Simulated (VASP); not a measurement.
A run of VASP 6.6.1 is set up as follows.

File INCAR:

```
SYSTEM = InSbO2
  PREC = Accurate
  ENCUT = 520
  EDIFF = 1E-7
  ISMEAR = 0
  SIGMA = 0.1
  LREAL = .FALSE.
  LASPH = .TRUE.
  NELM = 80
  ALGO = Normal
  ISIF = 2
  LWAVE = .FALSE.
  LCHARG = .TRUE.
  GGA = PE
  LELF = .TRUE.
  LVHAR = .TRUE.
  NBANDS = 23
```

KPOINTS

```
Automatic mesh
0
G
  4 4 4
  0 0 0
```

Contents of POSCAR:

```
InSbO2
1.0
   -2.8927325900      2.8927325900      4.0994474900
    2.8927325900     -2.8927325900      4.0994474900
    2.8927325900      2.8927325900     -4.0994474900
In Sb O
1 1 2
Direct
    0.5000000000      0.5000000000      0.0000000000
    0.0000000000      0.0000000000      0.0000000000
    0.1010081100      0.1010081100      0.0000000000
    0.8989918900      0.8989918900      0.0000000000
```

Potentials or basis: VASP PAW PBE potentials, release 64 (In_d, Sb, O).

Run with:

```console
$ cat potpaw_PBE.64/In_d/POTCAR potpaw_PBE.64/Sb/POTCAR potpaw_PBE.64/O/POTCAR > POTCAR
$ mpirun -np 1 vasp_std > vasp.out
```

**Question.** Estimate the largest force.

**Answer.** 394.140 eV/Å.

**Question.** What does it give for the pressure?

**Answer.** 251.1 GPa.

**Question.** Estimate the band gap on the k mesh.

**Answer.** Zero (bands 15 and 16 overlap by 1.43 eV).

Stress tensor (GPa, compression positive):
```
 -3.83   0.00   0.00
  0.00  -3.83   0.00
  0.00   0.00 760.99
```

Caveat: atoms lie so close that the PAW spheres overlap strongly, which falsifies energies and pressures; the stress differs along the axes, from -4 to 761 GPa; spin-orbit coupling is left out, which moves the levels of the heavy elements; forces of over 1 eV/Å act on the atoms, so gaps and moduli don't describe the material at rest.
